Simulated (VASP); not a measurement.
Here is a VASP 6.6.1 calculation.

File INCAR:

```
ALGO = Normal
EDIFF = 1E-8
ENCUT = 600
GGA = PE
GGA_COMPAT = F
IBRION = 8
ISIF = 2
ISMEAR = -1
LASPH = T
LCHARG = F
LREAL = F
LWAVE = F
NBANDS = 16
NELM = 120
NSW = 1
PREC = Accurate
SIGMA = 0.15
```

KPOINTS

```
k-points
0
Gamma
  20 20 20
```

The input POSCAR:

```
ZrN
1.0
    0.0000000000      2.2978868675      2.2978868675
    2.2978868675      0.0000000000      2.2978868675
    2.2978868675      2.2978868675      0.0000000000
Zr N
1 1
Direct
    0.0000000000      0.0000000000      0.0000000000
    0.5000000000      0.5000000000      0.5000000000
```

Potentials or basis: VASP PAW PBE potentials, release 64 (Zr_sv, N).

Run with:

```console
$ cat potpaw_PBE.64/Zr_sv/POTCAR potpaw_PBE.64/N/POTCAR > POTCAR
$ mpirun -np 1 vasp_std > vasp.out
```

**Question.** Estimate the highest phonon frequency at Γ.

**Answer.** 478 cm⁻¹.

Phonon frequencies in cm⁻¹ (negative: imaginary):
```csv
q point,frequencies
"(0.000, 0.000, 0.000)",0 0 0 478 478 478
```
